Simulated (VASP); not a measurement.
# CsSnI3 (Pm-3m) in VASP: notebook

CsSnI3 is run at these levels: LDA, r2SCAN; tasks: single point.

Program: VASP 6.6.1. These are calculated values, not measurements. Logs are shortened: lines on timing, memory, paths and dates and some standing lists are left out, and cuts for length are marked.

## Step 1: The cell of the first run

The structure is cubic, space group Pm-3m (No. 221). The conventional cell has a = 6.241 Å, b = 6.241 Å, c = 6.241 Å, α = 90.00°, β = 90.00°, γ = 90.00°. Cs (site symmetry m-3m) has 12 I at 4.41 Å and 8 Sn at 5.41 Å within 5.8 Å. Within 4.1 Å of Sn (site symmetry m-3m) lie 6 I at 3.12 Å. I (site symmetry 4/mmm) has 2 Sn at 3.12 Å within 4.1 Å.

## Step 2: Single point, LDA

The input, INCAR:

```
PREC = Accurate ; ENCUT = 500
EDIFF = 1E-6 ; ISMEAR = 0
SIGMA = 0.01 ; LREAL = False
LASPH = True ; NELM = 120
ALGO = Normal ; ISIF = 2
LWAVE = False ; LCHARG = False
GGA = CA ; NBANDS = 30
GGA_COMPAT = False
```

The input, KPOINTS:

```
Automatic mesh
0
Gamma
  4 4 4
```

The input, POSCAR:

```
CsSnI3
1.0
    6.2414001339      0.0000000000      0.0000000000
    0.0000000000      6.2414001339      0.0000000000
    0.0000000000      0.0000000000      6.2414001339
Cs Sn I
1 1 3
Direct
    0.0000000000      0.0000000000      0.0000000000
    0.5000000000      0.5000000000      0.5000000000
    0.0000000000      0.5000000000      0.5000000000
    0.5000000000      0.0000000000      0.5000000000
    0.5000000000      0.5000000000      0.0000000000
```

Potentials or basis: VASP PAW LDA potentials, release 64 (Cs_sv, Sn_d, I).

The run is started by

```
cat potpaw_LDA.64/Cs_sv/POTCAR potpaw_LDA.64/Sn_d/POTCAR potpaw_LDA.64/I/POTCAR > POTCAR
mpirun -np 1 vasp_std > vasp.out
```

OUTCAR:

```text
PREC = Accurate
   ENCUT = 500
   EDIFF = 1E-6
   ISMEAR = 0
   LREAL = False
   LASPH = True
   NELM = 120
   ISIF = 2
   GGA = CA

 ion  position               nearest neighbor table
   1  0.000  0.000  0.000-
   2  0.500  0.500  0.500-   3 3.12   4 3.12   5 3.12   5 3.12   4 3.12   3 3.12
   3  0.000  0.500  0.500-   2 3.12   2 3.12
   4  0.500  0.000  0.500-   2 3.12   2 3.12
   5  0.500  0.500  0.000-   2 3.12   2 3.12

  LATTYP: Found a simple cubic cell.
 ALAT       =     6.2414001339

  Lattice vectors:

 A1 = (   6.2414001339,   0.0000000000,   0.0000000000)
 A2 = (   0.0000000000,   6.2414001339,   0.0000000000)
 A3 = (   0.0000000000,   0.0000000000,   6.2414001339)

Analysis of symmetry for initial positions (statically):
=====================================================================
 Subroutine PRICEL returns:
 Original cell was already a primitive cell.

 Routine SETGRP: Setting up the symmetry group for a
 simple cubic supercell.

 Subroutine GETGRP returns: Found 48 space group operations
 (whereof 48 operations were pure point group operations)
 out of a pool of 48 trial point group operations.

The static configuration has the point symmetry O_h .

Analysis of symmetry for dynamics (positions and initial velocities):
=====================================================================
 Subroutine PRICEL returns:
 Original cell was already a primitive cell.

 Routine SETGRP: Setting up the symmetry group for a
 simple cubic supercell.

 Subroutine GETGRP returns: Found 48 space group operations
 (whereof 48 operations were pure point group operations)
 out of a pool of 48 trial point group operations.

The dynamic configuration has the point symmetry O_h .

 Subroutine INISYM returns: Found 48 space group operations
 (whereof 48 operations are pure point group operations),
 and found     1 'primitive' translations

----------------------------------------------------------------------------------------

                                     Primitive cell

  volume of cell :     243.1342

  direct lattice vectors                    reciprocal lattice vectors
     6.241400134  0.000000000  0.000000000     0.160220460  0.000000000  0.000000000
     0.000000000  6.241400134  0.000000000     0.000000000  0.160220460  0.000000000
     0.000000000  0.000000000  6.241400134     0.000000000  0.000000000  0.160220460

  length of vectors
     6.241400134  6.241400134  6.241400134     0.160220460  0.160220460  0.160220460

  position of ions in fractional coordinates (direct lattice)
     0.000000000  0.000000000  0.000000000
     0.500000000  0.500000000  0.500000000
     0.000000000  0.500000000  0.500000000
     0.500000000  0.000000000  0.500000000
     0.500000000  0.500000000  0.000000000

  ion indices of the primitive-cell ions
   primitive index   ion index
                 1           1
                 2           2
                 3           3
                 4           4
                 5           5

----------------------------------------------------------------------------------------

 KPOINTS: Automatic mesh

Automatic generation of k-mesh.
 Grid dimensions read from file:
 generate k-points for:    4    4    4

 Generating k-lattice:

  Cartesian coordinates                     Fractional coordinates (reciprocal lattice)
     0.040055115  0.000000000  0.000000000     0.250000000  0.000000000  0.000000000
     0.000000000  0.040055115  0.000000000     0.000000000  0.250000000  0.000000000
     0.000000000  0.000000000  0.040055115     0.000000000  0.000000000  0.250000000

  Length of vectors
     0.040055115  0.040055115  0.040055115

  Shift w.r.t. Gamma in fractional coordinates (k-lattice)
     0.000000000  0.000000000  0.000000000

 Subroutine IBZKPT returns following result:
 ===========================================

 Found     10 irreducible k-points:

 Following reciprocal coordinates:
            Coordinates               Weight
  0.000000  0.000000  0.000000      1.000000
  0.250000  0.000000  0.000000      6.000000
  0.500000  0.000000  0.000000      3.000000
  0.250000  0.250000  0.000000     12.000000
  0.500000  0.250000  0.000000     12.000000
  0.500000  0.500000  0.000000      3.000000
  0.250000  0.250000  0.250000      8.000000
  0.500000  0.250000  0.250000     12.000000
  0.500000  0.500000  0.250000      6.000000
  0.500000  0.500000  0.500000      1.000000
   k-points           NKPTS =     10   k-points in BZ     NKDIM =     10   number of bands    NBANDS=     30
   number of dos      NEDOS =    301   number of ions     NIONS =      5
   total plane-waves  NPLWV = 110592
   dimension x,y,z NGX =    48 NGY =   48 NGZ =   48
   dimension x,y,z NGXF=    96 NGYF=   96 NGZF=   96
   ions per type =               1   1   3
   NGX,Y,Z   is equivalent  to a cutoff of  12.79, 12.79, 12.79 a.u.
   NGXF,Y,Z  is equivalent  to a cutoff of  25.57, 25.57, 25.57 a.u.
 SYSTEM =  unknown system
   PREC   = accura    normal or accurate (medium, high low for compatibility)
   ISTART =      0    job   : 0-new  1-cont  2-samecut
   ICHARG =      2    charge: 1-file 2-atom 10-const
   ISPIN  =      1    spin polarized calculation?
   LNONCOLLINEAR =      F non collinear calculations
   LSORBIT =      F    spin-orbit coupling
   LASPH  =      T    aspherical Exc in radial PAW
   ENCUT  =  500.0 eV  36.75 Ry    6.06 a.u.  11.38 11.38 11.38*2*pi/ulx,y,z
   NELM   =    120;   NELMIN=  2; NELMDL= -5     # of ELM steps
   EDIFF  = 0.1E-05   stopping-criterion for ELM
   LREAL  =      F    real-space projection
   EDIFFG = 0.1E-04   stopping-criterion for IOM
   NSW    =      0    number of steps for IOM
   IBRION =     -1    ionic relax: 0-MD 1-quasi-New 2-CG
   NFREE  =      0    steps in history (QN), initial steepest desc. (CG)
   ISIF   =      2    stress and relaxation
   ISYM   =      2    0-nonsym 1-usesym 2-fastsym
   POTIM  = 0.5000    time-step for ionic-motion
   TEBEG  =    0.0;   TEEND  =   0.0 temperature during run
   PSTRESS=    0.0 pullay stress
   NELECT =      44.0000    total number of electrons
   NUPDOWN=      -1.0000    fix difference up-down
   EMIN   =  10.00;   EMAX   =-10.00  energy-range for DOS
   EFERMI =   0.00;   METHOD = LEGACY
   ISMEAR =     0;   SIGMA  =   0.01  broadening in eV -4-tet -1-fermi 0-gaus
   EFERMI_NEDOS =   21; number of points for ismear=-14 and -15
   IALGO  =     38    algorithm
   IMIX   =      4    mixing-type and parameters
     AMIX     =   0.40;   BMIX     =  1.00
     AMIX_MAG =   1.60;   BMIX_MAG =  1.00
  volume/ion in A,a.u.               =      48.63       328.15
  Fermi-wavevector in a.u.,A,eV,Ry     =   0.925999  1.749884 11.666636  0.857474
  Thomas-Fermi vector in A             =   2.051914
   LORBIT       =      0    0 simple, 1 ext, 2 COOP (PROOUT), +10 PAW based schemes
   GGA     = CA    functional components
   LHFCALC =     F    Hartree Fock is set to
   AEXX    =    0.0000 exact exchange contribution
   IVDW    =     0    specifies the selected vdW correction
   LEPSILON=     F    determine dielectric tensor
   LRPA    =     F    only Hartree local field effects (RPA)
 non-spin polarized calculation
 Gauss-broadening in eV      SIGMA  =   0.01
  energy-cutoff  :      500.00
  volume of cell :      243.13
 maximum number of plane-waves:      6198
 NGX is ok and might be reduce to    48
   NGX = 23   NGY = 23   NGZ = 23

 number of electron      43.9999979 magnetization

 Free energy of the ion-electron system (eV)
  ---------------------------------------------------
  ext. energy  EPLUGINS =         0.00000000
  ---------------------------------------------------
  free energy    TOTEN  =       -15.90059158 eV

  energy without entropy =      -15.90059158  energy(sigma->0) =      -15.90059158

 E-fermi :   2.4967     XC(G=0):  -7.8143

 val. band max:        2.4107404637   @ k =   0.5000   0.5000   0.5000
 cond. band min:       2.7447098831   @ k =   0.5000   0.5000   0.5000
 fundamental gap:      0.3339694194
 Fermi energy:         2.4966961651

 k-point     1 :       0.0000    0.0000    0.0000
  band No.  band energies     occupation
      1     -19.6782      2.00000
      2     -19.5258      2.00000
      3     -19.5258      2.00000
      4     -19.5036      2.00000
      5     -19.5036      2.00000
      6     -19.5036      2.00000
[... 22 lines left out ...]
     29       7.0173      0.00000
     30       7.0173      0.00000

 k-point     2 :       0.2500    0.0000    0.0000
  band No.  band energies     occupation
      1     -19.6780      2.00000
      2     -19.5258      2.00000
      3     -19.5251      2.00000
      4     -19.5037      2.00000
      5     -19.5037      2.00000
      6     -19.5036      2.00000
[... 22 lines left out ...]
     29       6.3564      0.00000
     30       6.9545      0.00000

 k-point     3 :       0.5000    0.0000    0.0000
  band No.  band energies     occupation
      1     -19.6778      2.00000
      2     -19.5258      2.00000
      3     -19.5244      2.00000
      4     -19.5038      2.00000
      5     -19.5038      2.00000
      6     -19.5036      2.00000
[... 22 lines left out ...]
     29       6.6823      0.00000
     30       6.7836      0.00000

 k-point     4 :       0.2500    0.2500    0.0000
  band No.  band energies     occupation
      1     -19.6778      2.00000
      2     -19.5254      2.00000
      3     -19.5247      2.00000
      4     -19.5038      2.00000
      5     -19.5037      2.00000
      6     -19.5037      2.00000
[... 154 lines left out ...]
     29       6.9765      0.00000
     30       6.9927      0.00000

 k-point     9 :       0.5000    0.5000    0.2500
  band No.  band energies     occupation
      1     -19.6773      2.00000
      2     -19.5244      2.00000
      3     -19.5236      2.00000
      4     -19.5039      2.00000
      5     -19.5038      2.00000
      6     -19.5038      2.00000
[... 22 lines left out ...]
     29       6.6670      0.00000
     30       7.2724      0.00000

 k-point    10 :       0.5000    0.5000    0.5000
  band No.  band energies     occupation
      1     -19.6771      2.00000
      2     -19.5236      2.00000
      3     -19.5236      2.00000
      4     -19.5039      2.00000
      5     -19.5039      2.00000
      6     -19.5039      2.00000
[... 22 lines left out ...]
     29       6.3856      0.00000
     30       7.6112      0.00000

------------------------ aborting loop because EDIFF is reached ----------------------------------------

  FORCE on cell =-STRESS in cart. coord.  units (eV):
  Direction    XX          YY          ZZ          XY          YZ          ZX
  --------------------------------------------------------------------------------------
  -------------------------------------------------------------------------------------
  Total       -2.3086476     -2.3086476     -2.3086476      0.0000000      0.0000000     -0.0000000
  in kB      -15.2132555    -15.2132555    -15.2132555      0.0000000      0.0000000     -0.0000000
  external PRESSURE =     -15.2132555 kB  Pullay stress =       0.0000000 kB

 VOLUME and BASIS-vectors are now :
 -----------------------------------------------------------------------------
  energy-cutoff  :      500.00
  volume of cell :      243.13
      direct lattice vectors                 reciprocal lattice vectors
     6.241400134  0.000000000  0.000000000     0.160220460  0.000000000  0.000000000
     0.000000000  6.241400134  0.000000000     0.000000000  0.160220460  0.000000000
     0.000000000  0.000000000  6.241400134     0.000000000  0.000000000  0.160220460

 POSITION                                       TOTAL-FORCE (eV/Angst)
 -----------------------------------------------------------------------------------
      0.00000      0.00000      0.00000         0.000000      0.000000      0.000000
      3.12070      3.12070      3.12070         0.000000      0.000000      0.000000
      0.00000      3.12070      3.12070         0.000000      0.000000      0.000000
      3.12070      0.00000      3.12070         0.000000      0.000000      0.000000
      3.12070      3.12070      0.00000         0.000000      0.000000      0.000000
 -----------------------------------------------------------------------------------
    total drift:                                0.000000     -0.000000     -0.000000

  FREE ENERGIE OF THE ION-ELECTRON SYSTEM (eV)
  ---------------------------------------------------
  free  energy   TOTEN  =       -15.9005915753 eV

  energy  without entropy=      -15.9005915753  energy(sigma->0) =      -15.90059158
```

Run time: 51 s. Hardware: 1 thread of Intel Xeon Platinum 8488C (Sapphire Rapids), shared host; peak memory 0.29 GiB.

What came out:

```yaml
Free_energy: -15.9006 eV
Pressure: -1.5 GPa
Band_gap_on_the_k_mesh: 0.33 eV
```

Caveat: spin-orbit coupling is left out, which moves the levels of the heavy elements. A k mesh can miss the band edges.

## Step 3: Single point, r2SCAN

POSCAR is that of step 2.

The input, INCAR.step1:

```
SYSTEM = CsSnI3
PREC = Accurate
ENCUT = 550
ISMEAR = 0
SIGMA = 0.01
LREAL = .False.
LASPH = .True.
NELM = 120
NBANDS = 30
GGA = PE
ALGO = Normal
EDIFF = 1E-5
LWAVE = .True.
LCHARG = .False.
GGA_COMPAT = .False.
```

The input, INCAR.step2:

```
SYSTEM = CsSnI3
PREC = Accurate
ENCUT = 550
EDIFF = 1E-6
ISMEAR = 0
SIGMA = 0.01
LREAL = .False.
LASPH = .True.
NELM = 120
ALGO = Normal
ISIF = 2
LWAVE = .False.
LCHARG = .False.
METAGGA = R2SCAN
LMIXTAU = .True.
NBANDS = 30
ISTART = 1
GGA_COMPAT = .False.
```

The input, KPOINTS:

```
regular mesh
0
Gamma
  4 4 4
  0 0 0
```

Potentials or basis: VASP PAW PBE potentials, release 64 (Cs_sv, Sn_d, I).

The run is started by

```
cat potpaw_PBE.64/Cs_sv/POTCAR potpaw_PBE.64/Sn_d/POTCAR potpaw_PBE.64/I/POTCAR > POTCAR
cp INCAR.step1 INCAR
mpirun -np 1 vasp_std > vasp.out
cp INCAR.step2 INCAR
mpirun -np 1 vasp_std > vasp.out
```

Run time: 2.9 min. Hardware: 1 thread of Intel Xeon Platinum 8488C (Sapphire Rapids), shared host; peak memory 0.41 GiB.

Results (log left out):

```yaml
Free_energy: -128.6329 eV
Pressure: 0.0 GPa
Band_gap_on_the_k_mesh: 0.50 eV
```

Levels at points of the mesh, in eV from the valence-band top:
| k point | band 19 | band 20 | band 21 | band 22 | band 23 | band 24 | band 25 | band 26 |
| --- | --- | --- | --- | --- | --- | --- | --- | --- |
| (0.00, 0.00, 0.00) | -2.50 | -2.35 | -2.35 | -2.35 | 2.60 | 3.42 | 3.42 | 3.81 |
| (0.50, 0.00, 0.00) | -2.65 | -2.47 | -2.47 | -1.68 | 1.23 | 4.12 | 4.26 | 4.57 |
| (0.50, 0.50, 0.00) | -2.80 | -2.72 | -1.92 | -0.83 | 0.92 | 0.92 | 4.21 | 4.66 |
| (0.50, 0.50, 0.50) | -1.90 | -1.90 | -1.90 | 0.00 | 0.50 | 0.50 | 0.50 | 3.43 |

Caveat: the PAW data sets were made with another functional, which shifts forces and pressure a little; spin-orbit coupling is left out, which moves the levels of the heavy elements.
